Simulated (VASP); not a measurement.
# Sb in VASP: a series of runs, part 2 of 2

VASP 6.6.1. The steps go on from the part before.

### 3 Single point, HSE06 (uniaxial x strain -1.5%)

POSCAR

```
Sb
1.0
    4.0436052452      0.0000000000      0.0000000000
   -2.0218026226      3.5551927566      0.0000000000
    0.0000000000      0.0000000000     26.8552477996
Sb
2
Direct
    0.3339665442      0.6679330883      0.3147753458
    0.6660334558      0.3320669117      0.3751316712
```

INCAR.step1

```
SYSTEM = Sb
PREC = Accurate
ENCUT = 520
EDIFF = 1E-5
ISMEAR = 0
SIGMA = 0.01
LREAL = .FALSE.
LASPH = .TRUE.
NELM = 100
ALGO = Normal
ISIF = 2
LWAVE = .TRUE.
LCHARG = .FALSE.
LDIPOL = .TRUE.
IDIPOL = 3
DIPOL = 0.5 0.5 0.345
GGA = PE
NBANDS = 12
```

INCAR.step2

```
SYSTEM = Sb
PREC = Accurate
ENCUT = 520
EDIFF = 1E-7
ISMEAR = 0
SIGMA = 0.01
LREAL = .FALSE.
LASPH = .TRUE.
NELM = 100
ALGO = Normal
ISIF = 2
LWAVE = .FALSE.
LCHARG = .FALSE.
LDIPOL = .TRUE.
IDIPOL = 3
DIPOL = 0.5 0.5 0.345
GGA = PE
LHFCALC = .TRUE.
HFSCREEN = 0.2079
PRECFOCK = Normal
ISTART = 1
NBANDS = 12
```

KPOINTS

```
Automatic mesh
0
G
  6 6 1
  0 0 0
```

Potentials or basis: VASP PAW PBE potentials, release 64 (Sb).

Launch:

```console
$ cat potpaw_PBE.64/Sb/POTCAR > POTCAR
$ cp INCAR.step1 INCAR
$ mpirun -np 1 vasp_std > vasp.out
$ cp INCAR.step2 INCAR
$ mpirun -np 1 vasp_std > vasp.out
```

OUTCAR:

```text
SYSTEM = Sb
   PREC = Accurate
   ENCUT = 520
   EDIFF = 1E-7
   ISMEAR = 0
   LREAL = .FALSE.
   LASPH = .TRUE.
   NELM = 100
   ISIF = 2
   GGA = PE
   LHFCALC = .TRUE.
   HFSCREEN = 0.2079
   PRECFOCK = Normal
   ISTART = 1

 ion  position               nearest neighbor table
   1  0.334  0.668  0.315-   2 2.85   2 2.85   2 2.86
   2  0.666  0.332  0.375-   1 2.85   1 2.85   1 2.86

  LATTYP: Found a base centered orthorhombic cell.
 ALAT       =     4.0436052452
 B/A-ratio  =     1.7584272158
 C/A-ratio  =     6.6414118518

  Lattice vectors:

 A1 = (   2.0218026226,  -3.5551927566,   0.0000000000)
 A2 = (   2.0218026226,   3.5551927566,   0.0000000000)
 A3 = (   0.0000000000,   0.0000000000,  26.8552477996)

Analysis of symmetry for initial positions (statically):
=====================================================================
 Subroutine PRICEL returns:
 Original cell was already a primitive cell.

 Routine SETGRP: Setting up the symmetry group for a
 base centered orthorhombic supercell.

 Subroutine GETGRP returns: Found  4 space group operations
 (whereof  2 operations were pure point group operations)
 out of a pool of  8 trial point group operations.

The static configuration has the point symmetry C_1h.
 The point group associated with its full space group is C_2h.

Analysis of symmetry for dynamics (positions and initial velocities):
=====================================================================
 Subroutine PRICEL returns:
 Original cell was already a primitive cell.

 Routine SETGRP: Setting up the symmetry group for a
 base centered orthorhombic supercell.

 Subroutine GETGRP returns: Found  4 space group operations
 (whereof  2 operations were pure point group operations)
 out of a pool of  8 trial point group operations.

The dynamic configuration has the point symmetry C_1h.
[... 126 lines left out ...]
   LRPA    =     F    only Hartree local field effects (RPA)
 non-spin polarized calculation
 Gauss-broadening in eV      SIGMA  =   0.01
  energy-cutoff  :      520.00
  volume of cell :      386.07
 maximum number of plane-waves:     10461
  NGX = 24; NGY = 24; NGZ =160

 number of electron      10.0000000 magnetization

 dipolmoment           0.000000      0.000000      0.000000 electrons x Angstroem

 Free energy of the ion-electron system (eV)
  ---------------------------------------------------
  ext. energy  EPLUGINS =         0.00000000
  ---------------------------------------------------
  free energy    TOTEN  =       -10.01343917 eV

  energy without entropy =      -10.01343917  energy(sigma->0) =      -10.01343917

 E-fermi :  -3.3520     XC(G=0):  -1.6985

 val. band max:       -3.4235458146   @ k =   0.0000   0.0000   0.0000
 cond. band min:      -1.6964137154   @ k =   0.3333   0.0000   0.0000
 fundamental gap:      1.7271320992
 Fermi energy:        -3.3519694836

 k-point     1 :       0.0000    0.0000    0.0000
  band No.  band energies     occupation
      1     -16.0783      2.00000
      2     -10.3087      2.00000
      3      -4.1172      2.00000
      4      -3.5487      2.00000
      5      -3.4235      2.00000
      6      -1.1732      0.00000
      7      -0.0033      0.00000
      8       0.0746      0.00000
      9       1.3549      0.00000
     10       1.6022      0.00000
     11       2.0185      0.00000
     12       2.3342      0.00000
[... 166 lines left out ...]
 k-point    13 :       0.0000    0.5000    0.0000
  band No.  band energies     occupation
      1     -13.8988      2.00000
      2     -12.0427      2.00000
      3      -6.7482      2.00000
      4      -5.1566      2.00000
      5      -5.0962      2.00000
      6      -1.1956      0.00000
      7      -0.4024      0.00000
      8       1.0004      0.00000
      9       2.2374      0.00000
     10       4.0280      0.00000
     11       4.0794      0.00000
     12       4.4250      0.00000

------------------------ aborting loop because EDIFF is reached ----------------------------------------

 vacuum level on the upper side and lower side of the slab       (xc-potential included)         0.001         0.001

  FORCE on cell =-STRESS in cart. coord.  units (eV):
  Direction    XX          YY          ZZ          XY          YZ          ZX
  --------------------------------------------------------------------------------------
  -------------------------------------------------------------------------------------
  Total       -0.0525014     -0.4772675     -0.3809043      0.0000000     -0.0008912      0.0000000
  in kB       -0.2178815     -1.9806668     -1.5807582      0.0000000     -0.0036986      0.0000000
  external PRESSURE =      -1.2597688 kB  Pullay stress =       0.0000000 kB

 VOLUME and BASIS-vectors are now :
 -----------------------------------------------------------------------------
  energy-cutoff  :      520.00
  volume of cell :      386.07
      direct lattice vectors                 reciprocal lattice vectors
     4.043605245  0.000000000  0.000000000     0.247304061  0.140639350  0.000000000
    -2.021802623  3.555192757  0.000000000     0.000000000  0.281278701  0.000000000
     0.000000000  0.000000000 26.855247800     0.000000000  0.000000000  0.037236670

 POSITION                                       TOTAL-FORCE (eV/Angst)
 -----------------------------------------------------------------------------------
      0.00000      2.37463      8.45337         0.000000      0.000405      0.231894
      2.02180      1.18056     10.07425        -0.000000     -0.000405     -0.231894
 -----------------------------------------------------------------------------------
    total drift:                               -0.000000     -0.000002      0.000002

  FREE ENERGIE OF THE ION-ELECTRON SYSTEM (eV)
  ---------------------------------------------------
  free  energy   TOTEN  =       -10.0134391747 eV

  energy  without entropy=      -10.0134391747  energy(sigma->0) =      -10.01343917

 vacuum level on the upper side and lower side of the slab         1.791         1.791
```

OUTCAR.step1:

```text
SYSTEM = Sb
   PREC = Accurate
   ENCUT = 520
   EDIFF = 1E-5
   ISMEAR = 0
   LREAL = .FALSE.
   LASPH = .TRUE.
[... 412 lines left out ...]
      0.00000      2.37463      8.45337        -0.000000      0.010057     -0.355432
      2.02180      1.18056     10.07425         0.000000     -0.010057      0.355432
 -----------------------------------------------------------------------------------
    total drift:                                0.000000     -0.000000     -0.000004

  FREE ENERGIE OF THE ION-ELECTRON SYSTEM (eV)
  ---------------------------------------------------
  free  energy   TOTEN  =        -8.0736657310 eV

  energy  without entropy=       -8.0736657310  energy(sigma->0) =       -8.07366573

 vacuum level on the upper side and lower side of the slab         1.782         1.782
```

OSZICAR.step1:

```text
N       E                     dE             d eps       ncg     rms          rms(c)
DAV:   1     0.564861599109E+02    0.56486E+02   -0.25678E+03   312   0.518E+02
DAV:   2    -0.269958123548E+01   -0.59186E+02   -0.53907E+02   476   0.805E+01
DAV:   3    -0.803026687630E+01   -0.53307E+01   -0.53186E+01   456   0.318E+01
DAV:   4    -0.811928016330E+01   -0.89013E-01   -0.89002E-01   412   0.504E+00
DAV:   5    -0.812172445206E+01   -0.24443E-02   -0.24443E-02   416   0.947E-01    0.313E+00
DAV:   6    -0.809247595017E+01    0.29249E-01   -0.16216E-02   368   0.634E-01    0.190E+00
DAV:   7    -0.807364459345E+01    0.18831E-01   -0.35651E-02   376   0.904E-01    0.112E-01
DAV:   8    -0.807358314982E+01    0.61444E-04   -0.19651E-03   416   0.226E-01    0.537E-02
DAV:   9    -0.807346626415E+01    0.11689E-03   -0.28035E-04   376   0.768E-02    0.184E-02
DAV:  10    -0.807342393066E+01    0.42333E-04   -0.54644E-05   420   0.307E-02    0.100E-02
DAV:  11    -0.807343657666E+01   -0.12646E-04   -0.56056E-05   376   0.245E-02    0.675E-03
DAV:  12    -0.807351760097E+01   -0.81024E-04   -0.26980E-05   356   0.179E-02    0.324E-03
DAV:  13    -0.807359267713E+01   -0.75076E-04   -0.74387E-06   364   0.110E-02    0.202E-03
DAV:  14    -0.807363325447E+01   -0.40577E-04   -0.27919E-06   384   0.646E-03    0.110E-03
DAV:  15    -0.807365591262E+01   -0.22658E-04   -0.91500E-07   376   0.297E-03    0.773E-04
DAV:  16    -0.807366573098E+01   -0.98184E-05   -0.36011E-07   340   0.153E-03
   1 F= -.80736657E+01 E0= -.80736657E+01  d E =-.242453E-12
```

It took 56 min on 1 thread of Intel Xeon 8259CL, shared host; peak memory 0.6 GiB.

Results:

| Item | Value |
| --- | --- |
| Free energy | -10.0134 eV |
| Largest force | 0.232 eV/Å |
| Band gap on the k mesh | 1.73 eV (least direct gap 2.25 eV) |

Forces on the atoms (eV/Å):
```
Sb   0.000  0.000  0.232
Sb   0.000  0.000 -0.232
```

Levels at points of the mesh, in eV from the valence-band top:
```csv
k point,band 3,band 4,band 5,band 6,band 7,band 8
"(0.00, 0.00, 0.00)",-0.69,-0.13,0.00,2.25,3.42,3.50
"(0.50, 0.00, 0.00)",-3.32,-1.89,-1.63,2.09,3.03,4.30
"(0.00, 0.50, 0.00)",-3.32,-1.73,-1.67,2.23,3.02,4.42
```

Caveat: the cell differs from its parent crystal (uniaxial x strain -1.5%); the PAW data sets were made with another functional, which shifts forces and pressure a little; spin-orbit coupling is left out, which moves the levels of the heavy elements.

### 4 Single point, HSE06

This run uses another cell than the first one.

POSCAR

```
Sb
1.0
    4.1051829901      0.0000000000      0.0000000000
   -2.0525914950      3.5551927566      0.0000000000
    0.0000000000      0.0000000000     26.8552477996
Sb
2
Direct
    0.3333333333      0.6666666667      0.3149797958
    0.6666666667      0.3333333333      0.3749272212
```

INCAR.step1

```
SYSTEM = Sb
ALGO = Normal
DIPOL = 0.5 0.5 0.345
EDIFF = 1E-5
ENCUT = 520
GGA = PE
IDIPOL = 3
ISIF = 2
ISMEAR = 0
LASPH = .True.
LCHARG = .False.
LDIPOL = .True.
LREAL = .False.
LWAVE = .True.
NBANDS = 12
NELM = 80
PREC = Accurate
SIGMA = 0.01
```

INCAR.step2

```
SYSTEM = Sb
ALGO = Normal
DIPOL = 0.5 0.5 0.345
EDIFF = 1E-6
ENCUT = 520
GGA = PE
HFSCREEN = 0.2079
IDIPOL = 3
ISIF = 2
ISMEAR = 0
ISTART = 1
LASPH = .True.
LCHARG = .False.
LDIPOL = .True.
LHFCALC = .True.
LREAL = .False.
LWAVE = .False.
NBANDS = 12
NELM = 80
PREC = Accurate
PRECFOCK = Normal
SIGMA = 0.01
```

KPOINTS

```
k-points
0
Gamma
  6 6 1
  0 0 0
```

Launch:

```console
$ cat potpaw_PBE.64/Sb/POTCAR > POTCAR
$ cp INCAR.step1 INCAR
$ mpirun -np 1 vasp_std > vasp.out
$ cp INCAR.step2 INCAR
$ mpirun -np 1 vasp_std > vasp.out
```

It took 21 min on 1 thread of Oxide Virtual Turin-like, shared host; peak memory 0.58 GiB.

It converged, with:

| Item | Value |
| --- | --- |
| Free energy | -10.0112 eV |
| Largest force | 0.224 eV/Å |
| Band gap on the k mesh | 1.91 eV (least direct gap 2.27 eV) |

Forces in eV/Å, atoms in the order of the input:
```
Sb   0.000  0.000  0.224
Sb   0.000  0.000 -0.224
```

Levels at points of the mesh, in eV from the valence-band top:
```tsv
k point	band 2	band 3	band 4	band 5	band 6	band 7	band 8	band 9
(0.00, 0.00, 0.00)	-6.69	-0.48	0.00	0.00	2.27	3.53	3.53	4.95
(0.50, 0.00, 0.00)	-8.46	-3.13	-1.73	-1.46	2.24	3.22	4.45	5.86
```

Caveat: the PAW data sets were made with another functional, which shifts forces and pressure a little; spin-orbit coupling is left out, which moves the levels of the heavy elements.

### 5 Single point, r2SCAN (shear xy strain -4.0%)

POSCAR

```
Sb
1.0
    4.1051829901     -0.0821036598      0.0000000000
   -2.1236953501      3.5962445865      0.0000000000
    0.0000000000      0.0000000000     26.8552477996
Sb
2
Direct
    0.3365121593      0.6668613099      0.3149868175
    0.6634878407      0.3331386901      0.3749201995
```

INCAR.step1

```
SYSTEM = Sb
PREC = Accurate
ENCUT = 520
ISMEAR = 0
SIGMA = 0.01
LREAL = .False.
LASPH = .True.
NELM = 100
LDIPOL = .True.
IDIPOL = 3
DIPOL = 0.5 0.5 0.345
NBANDS = 12
GGA = PE
ALGO = Normal
EDIFF = 1E-4
LWAVE = .True.
LCHARG = .False.
```

INCAR.step2

```
SYSTEM = Sb
PREC = Accurate
ENCUT = 520
EDIFF = 1E-7
ISMEAR = 0
SIGMA = 0.01
LREAL = .False.
LASPH = .True.
NELM = 100
ALGO = Normal
ISIF = 2
LWAVE = .False.
LCHARG = .True.
LDIPOL = .True.
IDIPOL = 3
DIPOL = 0.5 0.5 0.345
METAGGA = R2SCAN
LMIXTAU = .True.
LELF = .True.
LVHAR = .True.
LVACPOTAV = .True.
NBANDS = 12
ISTART = 1
```

KPOINTS

```
regular mesh
0
Gamma
  12 12 1
  0 0 0
```

Potentials or basis: VASP PAW PBE potentials, release 64 (Sb).

Launch:

```console
$ cat potpaw_PBE.64/Sb/POTCAR > POTCAR
$ cp INCAR.step1 INCAR
$ mpirun -np 1 vasp_std > vasp.out
$ cp INCAR.step2 INCAR
$ mpirun -np 1 vasp_std > vasp.out
```

OUTCAR:

```text
SYSTEM = Sb
   PREC = Accurate
   ENCUT = 520
   EDIFF = 1E-7
   ISMEAR = 0
   LREAL = .False.
   LASPH = .True.
   NELM = 100
   ISIF = 2
   METAGGA = R2SCAN
   ISTART = 1

 ion  position               nearest neighbor table
   1  0.337  0.667  0.315-   2 2.85   2 2.87   2 2.88
   2  0.663  0.333  0.375-   1 2.85   1 2.87   1 2.88

  LATTYP: Found a simple monoclinic cell.
 ALAT       =     4.0342880066
 B/A-ratio  =     6.6567502756
[... 560 lines left out ...]
 vacuum level on the upper side and lower side of the slab       (xc-potential included)        -0.043        -0.043

  FORCE on cell =-STRESS in cart. coord.  units (eV):
  Direction    XX          YY          ZZ          XY          YZ          ZX
  --------------------------------------------------------------------------------------
  -------------------------------------------------------------------------------------
  Total       -0.0113027      0.0366488      0.1936211      0.5381012      0.0005913     -0.0080525
  in kB       -0.0462212      0.1498716      0.7917940      2.2005104      0.0024180     -0.0329298
  external PRESSURE =       0.2984815 kB  Pullay stress =       0.0000000 kB

 VOLUME and BASIS-vectors are now :
 -----------------------------------------------------------------------------
  energy-cutoff  :      520.00
  volume of cell :      391.79
      direct lattice vectors                 reciprocal lattice vectors
     4.105182990 -0.082103660  0.000000000     0.246505890  0.145569468  0.000000000
    -2.123695350  3.596244587  0.000000000     0.005627825  0.281391257  0.000000000
     0.000000000  0.000000000 26.855247800     0.000000000  0.000000000  0.037236670

 POSITION                                       TOTAL-FORCE (eV/Angst)
 -----------------------------------------------------------------------------------
     -0.03477      2.37057      8.45905         0.005112     -0.000606     -0.121994
      2.01625      1.14357     10.06857        -0.005112      0.000606      0.121994
 -----------------------------------------------------------------------------------
    total drift:                               -0.000000      0.000000     -0.000003

  FREE ENERGIE OF THE ION-ELECTRON SYSTEM (eV)
  ---------------------------------------------------
  free  energy   TOTEN  =       -51.2167906670 eV

  energy  without entropy=      -51.2167906670  energy(sigma->0) =      -51.21679067

 vacuum level on the upper side and lower side of the slab         1.773         1.773
```

OUTCAR.step1:

```text
SYSTEM = Sb
   PREC = Accurate
   ENCUT = 520
   ISMEAR = 0
   LREAL = .False.
   LASPH = .True.
   NELM = 100
   GGA = PE
[... 588 lines left out ...]
     -0.03477      2.37057      8.45905         0.019230     -0.000540     -0.371994
      2.01625      1.14357     10.06857        -0.019230      0.000540      0.371994
 -----------------------------------------------------------------------------------
    total drift:                               -0.000000     -0.000000      0.000003

  FREE ENERGIE OF THE ION-ELECTRON SYSTEM (eV)
  ---------------------------------------------------
  free  energy   TOTEN  =        -8.0894242749 eV

  energy  without entropy=       -8.0894242749  energy(sigma->0) =       -8.08942427

 vacuum level on the upper side and lower side of the slab         1.688         1.687
```

OSZICAR.step1:

```text
N       E                     dE             d eps       ncg     rms          rms(c)
DAV:   1     0.552238818077E+02    0.55224E+02   -0.24755E+03  1776   0.507E+02
DAV:   2    -0.288261487235E+01   -0.58106E+02   -0.52296E+02  2768   0.831E+01
DAV:   3    -0.802735183140E+01   -0.51447E+01   -0.51245E+01  2464   0.315E+01
DAV:   4    -0.813172879986E+01   -0.10438E+00   -0.10436E+00  2232   0.542E+00
DAV:   5    -0.813524763196E+01   -0.35188E-02   -0.35188E-02  2396   0.118E+00    0.307E+00
DAV:   6    -0.810733843117E+01    0.27909E-01   -0.15609E-02  2104   0.627E-01    0.187E+00
DAV:   7    -0.808955880727E+01    0.17780E-01   -0.33980E-02  2164   0.886E-01    0.109E-01
DAV:   8    -0.808950407602E+01    0.54731E-04   -0.19140E-03  2372   0.225E-01    0.516E-02
DAV:   9    -0.808942427493E+01    0.79801E-04   -0.26990E-04  2232   0.779E-02
   1 F= -.80894243E+01 E0= -.80894243E+01  d E =-.661233E-13
```

It took 62 min on 1 thread of Oxide Virtual Turin-like, shared host; peak memory 0.68 GiB.

What came out:

- Free energy: -51.2168 eV
- Largest force: 0.122 eV/Å
- Band gap on the k mesh: 1.29 eV (least direct gap 1.78 eV)
- Ionisation potential of the upper face: 5.02 eV

Forces in eV/Å, atoms in the order of the input:
```
Sb   0.005 -0.001 -0.122
Sb  -0.005  0.001  0.122
```

Levels at points of the mesh, in eV from the valence-band top:
| k point | band 2 | band 3 | band 4 | band 5 | band 6 | band 7 | band 8 | band 9 |
| --- | --- | --- | --- | --- | --- | --- | --- | --- |
| (0.00, 0.00, 0.00) | -6.46 | -0.62 | -0.32 | 0.00 | 1.78 | 2.84 | 3.03 | 4.85 |
| (0.50, 0.00, 0.00) | -8.13 | -3.12 | -2.04 | -1.48 | 1.57 | 2.73 | 3.64 | 5.60 |
| (0.00, 0.50, 0.00) | -8.15 | -3.12 | -1.84 | -1.52 | 1.78 | 2.73 | 3.82 | 5.54 |
| (0.50, 0.50, 0.00) | -8.18 | -3.12 | -1.64 | -1.55 | 2.00 | 2.72 | 3.99 | 5.49 |

Caveat: the cell differs from its parent crystal (shear xy strain -4.0%); the PAW data sets were made with another functional, which shifts forces and pressure a little; spin-orbit coupling is left out, which moves the levels of the heavy elements.

### 6 Summary

```csv
level,cell,k mesh,grid for exact exchange (PRECFOCK),share of exact exchange,screening parameter,gap on the mesh (eV),largest force (eV/Å)
HSE06,"a = 4.105, b = 4.013, c = 26.855 Å, angles 90.0, 90.0, 120.8°, 2 atoms, atomic positions A",6 × 6 × 1,Normal,0.25,0.2079 1/Å,1.47,0.23
HSE06,"a = 4.044, b = 4.090, c = 26.855 Å, angles 90.0, 90.0, 119.6°, 2 atoms, atomic positions B",6 × 6 × 1,Normal,0.25,0.2079 1/Å,1.73,0.23
HSE06,"a = 4.105, b = 4.105, c = 26.855 Å, angles 90.0, 90.0, 120.0°, 2 atoms, atomic positions C",6 × 6 × 1,Normal,0.25,0.2079 1/Å,1.91,0.22
r2SCAN,"a = 4.106, b = 4.176, c = 26.855 Å, angles 90.0, 90.0, 121.7°, 2 atoms, atomic positions D",12 × 12 × 1,-,-,-,1.29,0.12
```

Alike in all rows: task single point; potentials or basis VASP PAW PBE potentials, release 64 (Sb); no spin polarisation; cutoff (eV) 520; smearing gaussian 0.01 eV.

Caveats: the PAW data sets were made with another functional, which shifts forces and pressure a little; spin-orbit coupling is left out, which moves the levels of the heavy elements.

Total energies depend on the potentials used, so only differences within one code and one set of settings carry meaning.
